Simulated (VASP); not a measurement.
Here is a VASP 6.6.1 calculation.

INCAR

```
SYSTEM = Ta2H
PREC = Accurate ; ENCUT = 520
EDIFF = 1E-6 ; ISMEAR = -1
SIGMA = 0.1 ; LREAL = .FALSE.
LASPH = .TRUE. ; NELM = 60
ALGO = Normal ; ISIF = 2
LWAVE = .FALSE. ; LCHARG = .FALSE.
GGA = PS ; NBANDS = 18
```

File KPOINTS:

```
regular mesh
0
G
  10 10 6
  0 0 0
```

The input POSCAR:

```
Ta2H
1.0
    1.7204950000     -2.3714690000      0.0000000000
    1.7204950000      2.3714690000      0.0000000000
    0.0000000000      0.0000000000      4.7585690000
Ta H
2 1
Direct
    0.0000000000      0.5000000000      0.2645700000
    0.5000000000      0.0000000000      0.7354300000
    0.0000000000      0.0000000000      0.0000000000
```

Potentials or basis: VASP PAW PBE potentials, release 64 (Ta_pv, H).

Command:

```console
$ cat potpaw_PBE.64/Ta_pv/POTCAR potpaw_PBE.64/H/POTCAR > POTCAR
$ mpirun -np 1 vasp_std > vasp.out
```

What does it give for the pressure?

-4.0 GPa.

What does it give for the largest force?

0.022 eV/Å.

Forces on the atoms (eV/Å):
```
Ta   0.000  0.000  0.022
Ta   0.000  0.000 -0.022
H    0.000  0.000  0.000
```

Caveat: the PAW data sets were made with another functional, which shifts forces and pressure a little.
